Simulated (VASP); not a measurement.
# NaFeN (P6_3mc) in VASP: settings compared

Aim: see how the results for NaFeN move with the level of theory and the settings. Levels: r2SCAN, PBE. Tasks: single point.

All numbers are computed with VASP 6.6.1; they aren't measurements. Logs are shortened: lines on timing, memory, paths and dates and some standing lists are left out, and cuts for length are marked.

**1. The cell of the first run**

Symmetry: P6_3mc, No. 186, hexagonal system. The conventional cell has a = 3.032 Å, b = 3.032 Å, c = 9.924 Å, α = 90.00°, β = 90.00°, γ = 120.00°. Na (site symmetry 3m) has 4 N at 2.61 to 3.02 Å and 6 Fe at 2.98 to 3.10 Å and 6 Na at 3.03 Å within 3.4 Å. Within 2.4 Å of Fe (site symmetry 3m) lie 3 N at 1.81 Å. N (site symmetry 3m) has 3 Fe at 1.81 Å within 2.4 Å.

**2. Single point, r2SCAN (13.17 Å³/atom)**

Contents of POSCAR:

```
NaFeN
1.0
    3.0321751398      0.0000000000      0.0000000000
   -1.5160875699      2.6259406998      0.0000000000
    0.0000000000      0.0000000000      9.9236072131
Na Fe N
2 2 2
Direct
    0.6666666667      0.3333333333      0.7608134568
    0.3333333333      0.6666666667      0.2608134568
    0.0000000000      0.0000000000      0.5182365476
    0.0000000000      0.0000000000      0.0182365476
    0.3333333333      0.6666666667      0.5655899956
    0.6666666667      0.3333333333      0.0655899956
```

Contents of INCAR.step1:

```
PREC = Accurate
ENCUT = 520
ISMEAR = 0
SIGMA = 0.01
LREAL = False
LASPH = True
NELM = 60
NBANDS = 29
GGA = PE
ALGO = Normal
EDIFF = 1E-4
LWAVE = True
LCHARG = False
```

Contents of INCAR.step2:

```
PREC = Accurate
ENCUT = 520
EDIFF = 1E-6
ISMEAR = 0
SIGMA = 0.01
LREAL = False
LASPH = True
NELM = 60
ALGO = Normal
ISIF = 2
LWAVE = False
LCHARG = False
METAGGA = R2SCAN
LMIXTAU = True
NBANDS = 29
ISTART = 1
```

Contents of KPOINTS:

```
regular mesh
0
Gamma
  9 9 2
```

Potentials or basis: VASP PAW PBE potentials, release 64 (Na_pv, Fe, N).

Started as:

```console
cat potpaw_PBE.64/Na_pv/POTCAR potpaw_PBE.64/Fe/POTCAR potpaw_PBE.64/N/POTCAR > POTCAR
cp INCAR.step1 INCAR
mpirun -np 1 vasp_std > vasp.out
cp INCAR.step2 INCAR
mpirun -np 1 vasp_std > vasp.out
```

OUTCAR:

```text
PREC = Accurate
   ENCUT = 520
   EDIFF = 1E-6
   ISMEAR = 0
   LREAL = False
   LASPH = True
   NELM = 60
   ISIF = 2
   METAGGA = R2SCAN
   ISTART = 1

 ion  position               nearest neighbor table
   1  0.667  0.333  0.761-
   2  0.333  0.667  0.261-
   3  0.000  0.000  0.518-   5 1.81   5 1.81   5 1.81
   4  0.000  0.000  0.018-   6 1.81   6 1.81   6 1.81
   5  0.333  0.667  0.566-   3 1.81   3 1.81   3 1.81
   6  0.667  0.333  0.066-   4 1.81   4 1.81   4 1.81

  LATTYP: Found a hexagonal cell.
 ALAT       =     3.0321751398
 C/A-ratio  =     3.2727684766

  Lattice vectors:

 A1 = (   3.0321751398,   0.0000000000,   0.0000000000)
 A2 = (  -1.5160875699,   2.6259406998,   0.0000000000)
 A3 = (   0.0000000000,   0.0000000000,   9.9236072131)

Analysis of symmetry for initial positions (statically):
=====================================================================
 Subroutine PRICEL returns:
 Original cell was already a primitive cell.

 Routine SETGRP: Setting up the symmetry group for a
 hexagonal supercell.

 Subroutine GETGRP returns: Found 12 space group operations
 (whereof  6 operations were pure point group operations)
 out of a pool of 24 trial point group operations.

The static configuration has the point symmetry C_3v.
 The point group associated with its full space group is C_6v.

Analysis of symmetry for dynamics (positions and initial velocities):
=====================================================================
 Subroutine PRICEL returns:
 Original cell was already a primitive cell.

 Routine SETGRP: Setting up the symmetry group for a
 hexagonal supercell.

 Subroutine GETGRP returns: Found 12 space group operations
 (whereof  6 operations were pure point group operations)
 out of a pool of 24 trial point group operations.

The dynamic configuration has the point symmetry C_3v.
 The point group associated with its full space group is C_6v.

 Subroutine INISYM returns: Found 12 space group operations
 (whereof  6 operations are pure point group operations),
 and found     1 'primitive' translations

----------------------------------------------------------------------------------------

                                     Primitive cell

  volume of cell :      79.0149

  direct lattice vectors                    reciprocal lattice vectors
     3.032175140  0.000000000  0.000000000     0.329796253  0.190407956  0.000000000
    -1.516087570  2.625940700  0.000000000     0.000000000  0.380815911  0.000000000
     0.000000000  0.000000000  9.923607213     0.000000000  0.000000000  0.100769809

  length of vectors
     3.032175140  3.032175140  9.923607213     0.380815911  0.380815911  0.100769809

  position of ions in fractional coordinates (direct lattice)
     0.666666667  0.333333333  0.760813457
     0.333333333  0.666666667  0.260813457
     0.000000000  0.000000000  0.518236548
     0.000000000  0.000000000  0.018236548
     0.333333333  0.666666667  0.565589996
     0.666666667  0.333333333  0.065589996

  ion indices of the primitive-cell ions
   primitive index   ion index
                 1           1
                 2           2
                 3           3
                 4           4
                 5           5
                 6           6

----------------------------------------------------------------------------------------

 KPOINTS: regular mesh

Automatic generation of k-mesh.
 Grid dimensions read from file:
 generate k-points for:    9    9    2

 Generating k-lattice:

  Cartesian coordinates                     Fractional coordinates (reciprocal lattice)
     0.036644028  0.021156440  0.000000000     0.111111111 -0.000000000  0.000000000
     0.000000000  0.042312879  0.000000000     0.000000000  0.111111111  0.000000000
     0.000000000  0.000000000  0.050384904     0.000000000  0.000000000  0.500000000

  Length of vectors
     0.042312879  0.042312879  0.050384904

  Shift w.r.t. Gamma in fractional coordinates (k-lattice)
     0.000000000  0.000000000  0.000000000

 Subroutine IBZKPT returns following result:
 ===========================================

 Found     24 irreducible k-points:

 Following reciprocal coordinates:
            Coordinates               Weight
  0.000000  0.000000  0.000000      1.000000
  0.111111  0.000000  0.000000      6.000000
  0.222222  0.000000  0.000000      6.000000
  0.333333 -0.000000  0.000000      6.000000
  0.444444  0.000000  0.000000      6.000000
  0.111111  0.111111  0.000000      6.000000
[... 16 lines left out ...]
  0.333333  0.222222  0.500000     12.000000
  0.333333  0.333333  0.500000      2.000000
   k-points           NKPTS =     24   k-points in BZ     NKDIM =     24   number of bands    NBANDS=     29
   number of dos      NEDOS =    301   number of ions     NIONS =      6
   total plane-waves  NPLWV =  46080
   dimension x,y,z NGX =    24 NGY =   24 NGZ =   80
   dimension x,y,z NGXF=    48 NGYF=   48 NGZF=  160
   ions per type =               2   2   2
   NGX,Y,Z   is equivalent  to a cutoff of  13.16, 13.16, 13.40 a.u.
   NGXF,Y,Z  is equivalent  to a cutoff of  26.32, 26.32, 26.80 a.u.
 SYSTEM =  unknown system
   PREC   = accura    normal or accurate (medium, high low for compatibility)
   ISTART =      1    job   : 0-new  1-cont  2-samecut
   ICHARG =      0    charge: 1-file 2-atom 10-const
   ISPIN  =      1    spin polarized calculation?
   LNONCOLLINEAR =      F non collinear calculations
   LSORBIT =      F    spin-orbit coupling
   LASPH  =      T    aspherical Exc in radial PAW
   ENCUT  =  520.0 eV  38.22 Ry    6.18 a.u.   5.64  5.64 18.45*2*pi/ulx,y,z
   NELM   =     60;   NELMIN=  2; NELMDL=  0     # of ELM steps
   EDIFF  = 0.1E-05   stopping-criterion for ELM
   LREAL  =      F    real-space projection
   EDIFFG = 0.1E-04   stopping-criterion for IOM
   NSW    =      0    number of steps for IOM
   IBRION =     -1    ionic relax: 0-MD 1-quasi-New 2-CG
   NFREE  =      0    steps in history (QN), initial steepest desc. (CG)
   ISIF   =      2    stress and relaxation
   ISYM   =      2    0-nonsym 1-usesym 2-fastsym
   POTIM  = 0.5000    time-step for ionic-motion
   TEBEG  =    0.0;   TEEND  =   0.0 temperature during run
   PSTRESS=    0.0 pullay stress
   NELECT =      40.0000    total number of electrons
   NUPDOWN=      -1.0000    fix difference up-down
   EMIN   =  10.00;   EMAX   =-10.00  energy-range for DOS
   EFERMI =   0.00;   METHOD = LEGACY
   ISMEAR =     0;   SIGMA  =   0.01  broadening in eV -4-tet -1-fermi 0-gaus
   EFERMI_NEDOS =   21; number of points for ismear=-14 and -15
   IALGO  =     38    algorithm
   IMIX   =      4    mixing-type and parameters
     AMIX     =   0.40;   BMIX     =  1.00
     AMIX_MAG =   1.60;   BMIX_MAG =  1.00
  volume/ion in A,a.u.               =      13.17        88.87
  Fermi-wavevector in a.u.,A,eV,Ry     =   1.304744  2.465608 23.161965  1.702356
  Thomas-Fermi vector in A             =   2.435659
   LORBIT       =      0    0 simple, 1 ext, 2 COOP (PROOUT), +10 PAW based schemes
   METAGGA = R2SCAN    functional components
   LHFCALC =     F    Hartree Fock is set to
   AEXX    =    0.0000 exact exchange contribution
   IVDW    =     0    specifies the selected vdW correction
   LEPSILON=     F    determine dielectric tensor
   LRPA    =     F    only Hartree local field effects (RPA)
 non-spin polarized calculation
 Gauss-broadening in eV      SIGMA  =   0.01
  energy-cutoff  :      520.00
  volume of cell :       79.01
 maximum number of plane-waves:      2161
 NGX is ok and might be reduce to    24
   NGX = 11   NGY = 11   NGZ = 37

 number of electron      39.9999996 magnetization

 Free energy of the ion-electron system (eV)
  ---------------------------------------------------
  ext. energy  EPLUGINS =         0.00000000
  ---------------------------------------------------
  free energy    TOTEN  =       -54.11130979 eV

  energy without entropy =      -54.11130979  energy(sigma->0) =      -54.11130979

 E-fermi :   3.6145     XC(G=0): -10.9647

 val. band max:        3.5609051959   @ k =   0.2222   0.1111   0.0000
 cond. band min:       4.0778607319   @ k =   0.3333   0.3333   0.5000
 fundamental gap:      0.5169555360
 Fermi energy:         3.6145380283

 k-point     1 :       0.0000    0.0000    0.0000
  band No.  band energies     occupation
      1     -21.6901      2.00000
      2     -21.6836      2.00000
      3     -21.6770      2.00000
      4     -21.6770      2.00000
      5     -21.6767      2.00000
      6     -21.6766      2.00000
[... 21 lines left out ...]
     28      10.7845      0.00000
     29      11.4898      0.00000

 k-point     2 :       0.1111    0.0000    0.0000
  band No.  band energies     occupation
      1     -21.7003      2.00000
      2     -21.7002      2.00000
      3     -21.6844      2.00000
      4     -21.6820      2.00000
      5     -21.6819      2.00000
      6     -21.6787      2.00000
[... 21 lines left out ...]
     28      10.8091      0.00000
     29      11.9633      0.00000

 k-point     3 :       0.2222    0.0000    0.0000
  band No.  band energies     occupation
      1     -21.7586      2.00000
      2     -21.7583      2.00000
      3     -21.6946      2.00000
      4     -21.6945      2.00000
      5     -21.6710      2.00000
      6     -21.6668      2.00000
[... 21 lines left out ...]
     28      10.7520      0.00000
     29      12.9509      0.00000

 k-point     4 :       0.3333   -0.0000    0.0000
  band No.  band energies     occupation
      1     -21.8239      2.00000
      2     -21.8234      2.00000
      3     -21.7089      2.00000
      4     -21.7089      2.00000
      5     -21.6557      2.00000
      6     -21.6534      2.00000
[... 597 lines left out ...]
     28      10.7573      0.00000
     29      12.0725      0.00000

 k-point    23 :       0.3333    0.2222    0.5000
  band No.  band energies     occupation
      1     -21.8402      2.00000
      2     -21.8402      2.00000
      3     -21.7666      2.00000
      4     -21.7666      2.00000
      5     -21.6412      2.00000
      6     -21.6412      2.00000
[... 21 lines left out ...]
     28       9.9841      0.00000
     29      12.0998      0.00000

 k-point    24 :       0.3333    0.3333    0.5000
  band No.  band energies     occupation
      1     -21.8112      2.00000
      2     -21.8112      2.00000
      3     -21.8093      2.00000
      4     -21.8093      2.00000
      5     -21.6388      2.00000
      6     -21.6388      2.00000
[... 21 lines left out ...]
     28       9.6767      0.00000
     29      12.4773      0.00000

------------------------ aborting loop because EDIFF is reached ----------------------------------------

  FORCE on cell =-STRESS in cart. coord.  units (eV):
  Direction    XX          YY          ZZ          XY          YZ          ZX
  --------------------------------------------------------------------------------------
  -------------------------------------------------------------------------------------
  Total       -3.6951249     -3.6951249     -2.0629947      0.0000000      0.0000000      0.0000000
  in kB      -74.9257231    -74.9257231    -41.8311632      0.0000000      0.0000000      0.0000000
  external PRESSURE =     -63.8942031 kB  Pullay stress =       0.0000000 kB

 VOLUME and BASIS-vectors are now :
 -----------------------------------------------------------------------------
  energy-cutoff  :      520.00
  volume of cell :       79.01
      direct lattice vectors                 reciprocal lattice vectors
     3.032175140  0.000000000  0.000000000     0.329796253  0.190407956  0.000000000
    -1.516087570  2.625940700  0.000000000     0.000000000  0.380815911  0.000000000
     0.000000000  0.000000000  9.923607213     0.000000000  0.000000000  0.100769809

 POSITION                                       TOTAL-FORCE (eV/Angst)
 -----------------------------------------------------------------------------------
      1.51609      0.87531      7.55001        -0.000000     -0.000000     -0.089536
     -0.00000      1.75063      2.58821         0.000000      0.000000     -0.089536
      0.00000      0.00000      5.14278         0.000000      0.000000      0.391598
      0.00000      0.00000      0.18097        -0.000000     -0.000000      0.391598
     -0.00000      1.75063      5.61269        -0.000000      0.000000     -0.302062
      1.51609      0.87531      0.65089         0.000000     -0.000000     -0.302062
 -----------------------------------------------------------------------------------
    total drift:                                0.000000      0.000001      0.040687

  FREE ENERGIE OF THE ION-ELECTRON SYSTEM (eV)
  ---------------------------------------------------
  free  energy   TOTEN  =       -54.1113097888 eV

  energy  without entropy=      -54.1113097888  energy(sigma->0) =      -54.11130979
```

Wall time 2.5 min (1 thread of Intel Xeon Platinum 8488C (Sapphire Rapids), shared host); peak memory 0.23 GiB.

Results:

```
Free energy            : -54.1113 eV
Pressure               : -6.4 GPa
Largest force          : 0.392 eV/Å
Band gap on the k mesh : 0.52 eV (least direct gap 0.85 eV)
```

Forces on the atoms (eV/Å):
```
Na   0.000  0.000 -0.090
Na   0.000  0.000 -0.090
Fe   0.000  0.000  0.392
Fe   0.000  0.000  0.392
N    0.000  0.000 -0.302
N    0.000  0.000 -0.302
```

Caveat: the cell stands under tension; semilocal functionals underestimate gaps, and a narrow one can read as zero; the PAW data sets were made with another functional, which shifts forces and pressure a little. A k mesh can miss the band edges.

**3. Single point, PBE**

This run uses another cell than the first one, of 12.42 Å³/atom.

Contents of INCAR:

```
PREC = Accurate
ENCUT = 520
EDIFF = 1E-6
ISMEAR = 0
SIGMA = 0.01
LREAL = F
LASPH = T
NELM = 80
ALGO = Normal
ISIF = 2
LWAVE = F
LCHARG = F
GGA = PE
NBANDS = 29
```

Contents of KPOINTS:

```
regular mesh
0
Gamma
  12 12 4
```

POSCAR, as its differences from that of step 2:

```diff
@@ -2,5 +2,5 @@
 1.0
-    3.0321751398      0.0000000000      0.0000000000
-   -1.5160875699      2.6259406998      0.0000000000
-    0.0000000000      0.0000000000      9.9236072131
+    2.9738495565      0.0000000000      0.0000000000
+   -1.4869247783      2.5754292630      0.0000000000
+    0.0000000000      0.0000000000      9.7327210828
 Na Fe N
```

Potentials or basis: VASP PAW PBE potentials, release 64 (Na_pv, Fe, N).

Started as:

```console
cat potpaw_PBE.64/Na_pv/POTCAR potpaw_PBE.64/Fe/POTCAR potpaw_PBE.64/N/POTCAR > POTCAR
mpirun -np 1 vasp_std > vasp.out
```

It took 1.9 min on 1 thread of Intel Xeon Platinum 8488C (Sapphire Rapids), shared host; peak memory 0.25 GiB.

It converged, with:

```
Free energy            : -36.2365 eV
Pressure               : 4.9 GPa
Largest force          : 0.291 eV/Å
Band gap on the k mesh : 0.33 eV (least direct gap 0.67 eV)
```

Forces on the atoms (eV/Å):
```
Na   0.000  0.000  0.095
Na   0.000  0.000  0.095
Fe   0.000  0.000 -0.291
Fe   0.000  0.000 -0.291
N    0.000  0.000  0.197
N    0.000  0.000  0.197
```

Stress tensor (GPa, compression positive):
```
5.87 0.00 0.00
0.00 5.87 0.00
0.00 0.00 2.92
```

Levels at points of the mesh, in eV from the valence-band top:
```tsv
k point	band 17	band 18	band 19	band 20	band 21	band 22	band 23	band 24
(0.00, 0.00, 0.00)	-0.64	-0.64	-0.63	-0.63	1.79	2.50	4.14	4.14
(0.50, 0.00, 0.00)	-0.90	-0.82	-0.61	-0.60	0.84	0.94	1.52	1.52
(0.00, 0.00, 0.50)	-0.64	-0.64	-0.64	-0.64	2.04	2.04	4.14	4.14
(0.50, 0.00, 0.50)	-0.89	-0.89	-0.60	-0.60	0.89	0.89	1.52	1.52
```

Caveat: the cell stands under pressure; semilocal functionals underestimate gaps, and a narrow one can read as zero. Spin polarisation is off, so any magnetic state and its effect on volume and gap are missing.

**4. Single point, r2SCAN**

This run uses another cell than the first one, of 12.42 Å³/atom.

POSCAR is that of step 3.

Contents of INCAR.step1:

```
SYSTEM = NaFeN
ALGO = Normal
EDIFF = 1E-4
ENCUT = 520
GGA = PE
ISMEAR = 0
LASPH = .TRUE.
LCHARG = .FALSE.
LREAL = .FALSE.
LWAVE = .TRUE.
NBANDS = 29
NELM = 80
PREC = Accurate
SIGMA = 0.01
```

Contents of INCAR.step2:

```
SYSTEM = NaFeN
ALGO = Normal
EDIFF = 1E-6
ENCUT = 520
ISIF = 2
ISMEAR = 0
ISTART = 1
LASPH = .TRUE.
LCHARG = .FALSE.
LMIXTAU = .TRUE.
LREAL = .FALSE.
LWAVE = .FALSE.
METAGGA = R2SCAN
NBANDS = 29
NELM = 80
PREC = Accurate
SIGMA = 0.01
```

Contents of KPOINTS:

```
k-points
0
G
  12 12 4
  0 0 0
```

Started as:

```console
cat potpaw_PBE.64/Na_pv/POTCAR potpaw_PBE.64/Fe/POTCAR potpaw_PBE.64/N/POTCAR > POTCAR
cp INCAR.step1 INCAR
mpirun -np 1 vasp_std > vasp.out
cp INCAR.step2 INCAR
mpirun -np 1 vasp_std > vasp.out
```

Run time: 4.6 min. Hardware: 1 thread of Intel Xeon Platinum 8488C (Sapphire Rapids), shared host; peak memory 0.27 GiB.

The run converged. Its results:

* Free energy: -54.1887 eV
* Pressure: 1.3 GPa
* Largest force: 0.194 eV/Å
* Band gap on the k mesh: 0.53 eV (least direct gap 0.92 eV)

Forces on the atoms (eV/Å):
```
Na   0.000  0.000 -0.052
Na   0.000  0.000 -0.052
Fe   0.000  0.000 -0.142
Fe   0.000  0.000 -0.142
N    0.000  0.000  0.194
N    0.000  0.000  0.194
```

Stress tensor (GPa, compression positive):
```
 2.01  0.00  0.00
 0.00  2.01  0.00
 0.00  0.00 -0.18
```

Levels at points of the mesh, in eV from the valence-band top:
| k point | band 17 | band 18 | band 19 | band 20 | band 21 | band 22 | band 23 | band 24 |
| --- | --- | --- | --- | --- | --- | --- | --- | --- |
| (0.00, 0.00, 0.00) | -0.68 | -0.68 | -0.67 | -0.67 | 1.99 | 2.86 | 4.43 | 4.43 |
| (0.50, 0.00, 0.00) | -0.86 | -0.81 | -0.69 | -0.69 | 0.85 | 0.96 | 1.76 | 1.76 |
| (0.00, 0.00, 0.50) | -0.68 | -0.68 | -0.68 | -0.68 | 2.30 | 2.30 | 4.44 | 4.44 |
| (0.50, 0.00, 0.50) | -0.85 | -0.85 | -0.69 | -0.69 | 0.90 | 0.90 | 1.76 | 1.76 |

Caveat: semilocal functionals underestimate gaps, and a narrow one can read as zero; the PAW data sets were made with another functional, which shifts forces and pressure a little.

**5. Overview**

| level | cell | k mesh | gap on the mesh (eV) | pressure (GPa) | largest force (eV/Å) |
| --- | --- | --- | --- | --- | --- |
| r2SCAN | a = 3.032, b = 3.032, c = 9.924 Å, angles 90.0, 90.0, 120.0°, 6 atoms | 9 × 9 × 2 | 0.52 | -6.4 | 0.39 |
| PBE | a = 2.974, b = 2.974, c = 9.733 Å, angles 90.0, 90.0, 120.0°, 6 atoms | 12 × 12 × 4 | 0.33 | 4.9 | 0.29 |
| r2SCAN | a = 2.974, b = 2.974, c = 9.733 Å, angles 90.0, 90.0, 120.0°, 6 atoms | 12 × 12 × 4 | 0.53 | 1.3 | 0.19 |

Alike in all rows: task single point; potentials or basis VASP PAW PBE potentials, release 64 (Na_pv, Fe, N); no spin polarisation; cutoff (eV) 520; smearing gaussian 0.01 eV.

Caveats: semilocal functionals underestimate gaps, and a narrow one can read as zero; the PAW data sets were made with another functional, which shifts forces and pressure a little (at least some runs); the cell stands under tension (at least some runs); the cell stands under pressure (at least some runs).

Absolute energies hang on the potentials; compare differences alone.
